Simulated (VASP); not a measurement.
# Hg (P6_3/mmc) in VASP: notebook

The runs below take Hg through relaxation of cell and atoms, with PBEsol.

Everything below comes from runs of VASP 6.6.1. Logs are shortened: lines on timing, memory, paths and dates and some standing lists are left out, and cuts for length are marked.

## (1) The cell of the first run

The structure is hexagonal, space group P6_3/mmc (No. 194). Conventional cell: a = 3.462 Å, b = 3.462 Å, c = 5.488 Å, α = 90.00°, β = 90.00°, γ = 120.00°. Within 4.5 Å of Hg (site symmetry -6m2) lie 12 Hg at 3.39 to 3.46 Å.

## (2) Relaxation of cell and atoms, PBEsol

INCAR

```
PREC = Accurate
ENCUT = 600
EDIFF = 1E-6
ISMEAR = -1
SIGMA = 0.05
LREAL = False
LASPH = True
NELM = 80
ALGO = Normal
ISIF = 3
LWAVE = False
LCHARG = False
GGA = PS
IBRION = 2
NSW = 60
EDIFFG = -0.01
```

KPOINTS

```
Automatic mesh
0
Gamma
  9 9 5
```

POSCAR

```
Hg
1.0
    3.4618096384      0.0000000000      0.0000000000
   -1.7309048192      2.9980150899      0.0000000000
    0.0000000000      0.0000000000      5.4875482800
Hg
2
Direct
    0.3333333333      0.6666666667      0.2500000000
    0.6666666667      0.3333333333      0.7500000000
```

Potentials or basis: VASP PAW PBE potentials, release 64 (Hg).

Command:

```sh
cat potpaw_PBE.64/Hg/POTCAR > POTCAR
mpirun -np 1 vasp_std > vasp.out
```

OUTCAR:

```text
PREC = Accurate
   ENCUT = 600
   EDIFF = 1E-6
   ISMEAR = -1
   LREAL = False
   LASPH = True
   NELM = 80
   ISIF = 3
   GGA = PS
   IBRION = 2
   NSW = 60
   EDIFFG = -0.01

 ion  position               nearest neighbor table
   1  0.333  0.667  0.250-   2 3.39   2 3.39   2 3.39   2 3.39   2 3.39   2 3.39
   2  0.667  0.333  0.750-   1 3.39   1 3.39   1 3.39   1 3.39   1 3.39   1 3.39

  LATTYP: Found a hexagonal cell.
 ALAT       =     3.4618096384
 C/A-ratio  =     1.5851675433

  Lattice vectors:

 A1 = (   3.4618096384,   0.0000000000,   0.0000000000)
 A2 = (  -1.7309048192,   2.9980150899,   0.0000000000)
 A3 = (   0.0000000000,   0.0000000000,   5.4875482800)

Analysis of symmetry for initial positions (statically):
=====================================================================
 Subroutine PRICEL returns:
 Original cell was already a primitive cell.

 Routine SETGRP: Setting up the symmetry group for a
 hexagonal supercell.

 Subroutine GETGRP returns: Found 24 space group operations
 (whereof 12 operations were pure point group operations)
 out of a pool of 24 trial point group operations.

The static configuration has the point symmetry D_3d.
 The point group associated with its full space group is D_6h.

Analysis of symmetry for dynamics (positions and initial velocities):
=====================================================================
 Subroutine PRICEL returns:
 Original cell was already a primitive cell.

 Routine SETGRP: Setting up the symmetry group for a
 hexagonal supercell.

 Subroutine GETGRP returns: Found 24 space group operations
 (whereof 12 operations were pure point group operations)
 out of a pool of 24 trial point group operations.

The dynamic configuration has the point symmetry D_3d.
 The point group associated with its full space group is D_6h.

 Subroutine INISYM returns: Found 24 space group operations
 (whereof 12 operations are pure point group operations),
 and found     1 'primitive' translations

----------------------------------------------------------------------------------------

                                     Primitive cell

  volume of cell :      56.9528

  direct lattice vectors                    reciprocal lattice vectors
     3.461809638  0.000000000  0.000000000     0.288866259  0.166777012  0.000000000
    -1.730904819  2.998015090  0.000000000     0.000000000  0.333554025  0.000000000
     0.000000000  0.000000000  5.487548280     0.000000000  0.000000000  0.182230743

  length of vectors
     3.461809638  3.461809638  5.487548280     0.333554025  0.333554025  0.182230743

  position of ions in fractional coordinates (direct lattice)
     0.333333333  0.666666667  0.250000000
     0.666666667  0.333333333  0.750000000

  ion indices of the primitive-cell ions
   primitive index   ion index
                 1           1
                 2           2

----------------------------------------------------------------------------------------

 KPOINTS: Automatic mesh

Automatic generation of k-mesh.
 Grid dimensions read from file:
 generate k-points for:    9    9    5

 Generating k-lattice:

  Cartesian coordinates                     Fractional coordinates (reciprocal lattice)
     0.032096251  0.018530779  0.000000000     0.111111111  0.000000000  0.000000000
     0.000000000  0.037061558  0.000000000     0.000000000  0.111111111  0.000000000
     0.000000000  0.000000000  0.036446149     0.000000000  0.000000000  0.200000000

  Length of vectors
     0.037061558  0.037061558  0.036446149

  Shift w.r.t. Gamma in fractional coordinates (k-lattice)
     0.000000000  0.000000000  0.000000000

 Subroutine IBZKPT returns following result:
 ===========================================

 Found     36 irreducible k-points:

 Following reciprocal coordinates:
            Coordinates               Weight
  0.000000  0.000000  0.000000      1.000000
  0.111111  0.000000  0.000000      6.000000
  0.222222 -0.000000  0.000000      6.000000
  0.333333 -0.000000  0.000000      6.000000
  0.444444 -0.000000  0.000000      6.000000
  0.111111  0.111111  0.000000      6.000000
[... 16 lines left out ...]
  0.333333  0.222222  0.200000     24.000000
  0.333333  0.333333  0.200000      4.000000
 [... further k-points ...]
   k-points           NKPTS =     36   k-points in BZ     NKDIM =     36   number of bands    NBANDS=     16
   number of dos      NEDOS =    301   number of ions     NIONS =      2
   total plane-waves  NPLWV =  37632
   dimension x,y,z NGX =    28 NGY =   28 NGZ =   48
   dimension x,y,z NGXF=    56 NGYF=   56 NGZF=   96
   ions per type =               2
   NGX,Y,Z   is equivalent  to a cutoff of  13.45, 13.45, 14.54 a.u.
   NGXF,Y,Z  is equivalent  to a cutoff of  26.89, 26.89, 29.08 a.u.
 SYSTEM =  unknown system
   PREC   = accura    normal or accurate (medium, high low for compatibility)
   ISTART =      0    job   : 0-new  1-cont  2-samecut
   ICHARG =      2    charge: 1-file 2-atom 10-const
   ISPIN  =      1    spin polarized calculation?
   LNONCOLLINEAR =      F non collinear calculations
   LSORBIT =      F    spin-orbit coupling
   LASPH  =      T    aspherical Exc in radial PAW
   ENCUT  =  600.0 eV  44.10 Ry    6.64 a.u.   6.91  6.91 10.96*2*pi/ulx,y,z
   NELM   =     80;   NELMIN=  2; NELMDL= -5     # of ELM steps
   EDIFF  = 0.1E-05   stopping-criterion for ELM
   LREAL  =      F    real-space projection
   EDIFFG = -.1E-01   stopping-criterion for IOM
   NSW    =     60    number of steps for IOM
   IBRION =      2    ionic relax: 0-MD 1-quasi-New 2-CG
   NFREE  =      1    steps in history (QN), initial steepest desc. (CG)
   ISIF   =      3    stress and relaxation
   ISYM   =      2    0-nonsym 1-usesym 2-fastsym
   POTIM  = 0.5000    time-step for ionic-motion
   TEBEG  =    0.0;   TEEND  =   0.0 temperature during run
   PSTRESS=    0.0 pullay stress
   NELECT =      24.0000    total number of electrons
   NUPDOWN=      -1.0000    fix difference up-down
   EMIN   =  10.00;   EMAX   =-10.00  energy-range for DOS
   EFERMI =   0.00;   METHOD = LEGACY
   ISMEAR =    -1;   SIGMA  =   0.05  broadening in eV -4-tet -1-fermi 0-gaus
   EFERMI_NEDOS =   21; number of points for ismear=-14 and -15
   IALGO  =     38    algorithm
   IMIX   =      4    mixing-type and parameters
     AMIX     =   0.40;   BMIX     =  1.00
     AMIX_MAG =   1.60;   BMIX_MAG =  1.00
  volume/ion in A,a.u.               =      28.48       192.17
  Fermi-wavevector in a.u.,A,eV,Ry     =   1.227364  2.319382 20.496128  1.506423
  Thomas-Fermi vector in A             =   2.362330
   LORBIT       =      0    0 simple, 1 ext, 2 COOP (PROOUT), +10 PAW based schemes
   GGA     = PS    functional components
   LHFCALC =     F    Hartree Fock is set to
   AEXX    =    0.0000 exact exchange contribution
   IVDW    =     0    specifies the selected vdW correction
   LEPSILON=     F    determine dielectric tensor
   LRPA    =     F    only Hartree local field effects (RPA)
 conjugate gradient relaxation of ions
 non-spin polarized calculation
  energy-cutoff  :      600.00
  volume of cell :       56.95
 maximum number of plane-waves:      1920
 NGX is ok and might be reduce to    28
   NGX = 13   NGY = 13   NGZ = 21

--------------------------------------- Ionic step        1  -------------------------------------------

 number of electron      24.0000003 magnetization

 Free energy of the ion-electron system (eV)
  ---------------------------------------------------
  ext. energy  EPLUGINS =         0.00000000
  ---------------------------------------------------
  free energy    TOTEN  =        -1.00070520 eV

  energy without entropy =       -0.99794434  energy(sigma->0) =       -0.99932477

------------------------ aborting loop because EDIFF is reached ----------------------------------------

  FORCE on cell =-STRESS in cart. coord.  units (eV):
  Direction    XX          YY          ZZ          XY          YZ          ZX
  --------------------------------------------------------------------------------------
  -------------------------------------------------------------------------------------
  Total       -0.8354180     -0.8354180     -0.7918347      0.0000000      0.0000000      0.0000000
  in kB      -23.5016889    -23.5016889    -22.2756166      0.0000000      0.0000000      0.0000000
  external PRESSURE =     -23.0929981 kB  Pullay stress =       0.0000000 kB
[... 89 lines left out ...]
  FREE ENERGIE OF THE ION-ELECTRON SYSTEM (eV)
  ---------------------------------------------------
  free  energy   TOTEN  =        -1.0626191385 eV

  energy  without entropy=       -1.0595781875  energy(sigma->0) =       -1.06109866

[... ionic steps 4 to 9 ...]

--------------------------------------- Ionic step       10  -------------------------------------------

 number of electron      24.0000001 magnetization

------------------------ aborting loop because EDIFF is reached ----------------------------------------

  FORCE on cell =-STRESS in cart. coord.  units (eV):
  Direction    XX          YY          ZZ          XY          YZ          ZX
  --------------------------------------------------------------------------------------
  -------------------------------------------------------------------------------------
  Total        0.0529800      0.0529800      0.0584557      0.0000000     -0.0000000     -0.0000000
  in kB        1.7815639      1.7815639      1.9656959      0.0000000     -0.0000000     -0.0000000
  external PRESSURE =       1.8429412 kB  Pullay stress =       0.0000000 kB
[... 57 lines left out ...]
  energy  without entropy=       -1.0920033426  energy(sigma->0) =       -1.09337477

--------------------------------------- Ionic step       12  -------------------------------------------

 number of electron      24.0000001 magnetization

 Free energy of the ion-electron system (eV)
  ---------------------------------------------------
  ext. energy  EPLUGINS =         0.00000000
  ---------------------------------------------------
  free energy    TOTEN  =        -1.09482255 eV

  energy without entropy =       -1.09204297  energy(sigma->0) =       -1.09343276

 E-fermi :   2.1417     XC(G=0): -10.9817

 val. band max:        2.0372215759   @ k =   0.3333  -0.0000   0.0000
 cond. band min:       2.2675573739   @ k =   0.1111   0.1111   0.0000
 fundamental gap:      0.2303357980
 Fermi energy:         2.1416921406

 k-point     1 :       0.0000    0.0000    0.0000
  band No.  band energies     occupation
      1      -6.5431      2.00000
      2      -5.4585      2.00000
      3      -4.4736      2.00000
      4      -4.4104      2.00000
      5      -4.4104      2.00000
      6      -4.2762      2.00000
[... 8 lines left out ...]
     15      14.8322      0.00000
     16      15.3854      0.00000
[... 420 lines left out ...]
  band No.  band energies     occupation
      1      -4.9722      2.00000
      2      -4.8135      2.00000
      3      -4.8135      2.00000
      4      -4.3722      2.00000
      5      -4.3027      2.00000
      6      -4.3027      2.00000
[... 8 lines left out ...]
     15       5.7914      0.00000
     16       7.2418      0.00000

 [... further k-points ...]

------------------------ aborting loop because EDIFF is reached ----------------------------------------

  FORCE on cell =-STRESS in cart. coord.  units (eV):
  Direction    XX          YY          ZZ          XY          YZ          ZX
  --------------------------------------------------------------------------------------
  -------------------------------------------------------------------------------------
  Total        0.0054860      0.0054860      0.0037616     -0.0000000     -0.0000000      0.0000000
  in kB        0.1838615      0.1838615      0.1260688     -0.0000000     -0.0000000      0.0000000
  external PRESSURE =       0.1645973 kB  Pullay stress =       0.0000000 kB
[... 17 lines left out ...]
  FREE ENERGIE OF THE ION-ELECTRON SYSTEM (eV)
  ---------------------------------------------------
  free  energy   TOTEN  =        -1.0948225528 eV

  energy  without entropy=       -1.0920429746  energy(sigma->0) =       -1.09343276

 reached required accuracy - stopping structural energy minimisation
```

Run time: 2.3 min. Hardware: 1 thread of AMD EPYC 9R45 (Zen 5), shared host; peak memory 0.18 GiB.

What came out:

* Free energy: -1.0948 eV
* Relaxed volume: 23.90 Å³/atom
* Relaxed cell: a = 3.237 Å, b = 3.237 Å, c = 5.267 Å, α = 90.00°, β = 90.00°, γ = 120.00°
* Space group after relaxing (to 0.1 Å): P6_3/mmc (No. 194)
* Energy gained by relaxing: 47.1 meV/atom
* Ionic steps: 12
* Pressure after relaxing: 0.0 GPa
* Band gap on the k mesh: zero (bands 12 and 13 overlap by 1.56 eV)

Step by step:
```
step  energy change (eV)  largest force (eV/Å)  pressure (GPa)  volume (Å³)
   1              0.0000                0.0000           -2.31        56.95
   2             -0.0451                0.0000           -1.96        53.64
   3             -0.0619                0.0000            3.07        44.46
   4             -0.0874                0.0000           -1.02        49.49
   5             -0.0895                0.0000            0.86        46.82
   6             -0.0924                0.0000           -0.05        47.99
   7             -0.0923                0.0000            0.08        47.82
   8             -0.0933                0.0000            0.12        47.76
   9             -0.0940                0.0000            0.12        47.67
  10             -0.0941                0.0000            0.18        47.65
  11             -0.0940                0.0000           -0.14        48.00
  12             -0.0941                0.0000            0.02        47.81
```

Final structure:
```cif
data_structure
_symmetry_space_group_name_H-M 'P 1'
_symmetry_Int_Tables_number 1
_cell_length_a 3.2373
_cell_length_b 3.2373
_cell_length_c 5.2672
_cell_angle_alpha 90.000
_cell_angle_beta 90.000
_cell_angle_gamma 120.000
_cell_volume 47.81
loop_
_atom_site_label
_atom_site_type_symbol
_atom_site_fract_x
_atom_site_fract_y
_atom_site_fract_z
_atom_site_occupancy
Hg1 Hg 0.33333 0.66667 0.25000 1
Hg2 Hg 0.66667 0.33333 0.75000 1
```

Caveat: the volume moved by over 15 % at a fixed basis, so the end points are rough; the PAW data sets were made with another functional, which shifts forces and pressure a little; spin-orbit coupling is left out, which moves the levels of the heavy elements.

[end of part 1 of 2]

The gap in the log of VASP goes by the Fermi energy; the results here count the filled bands.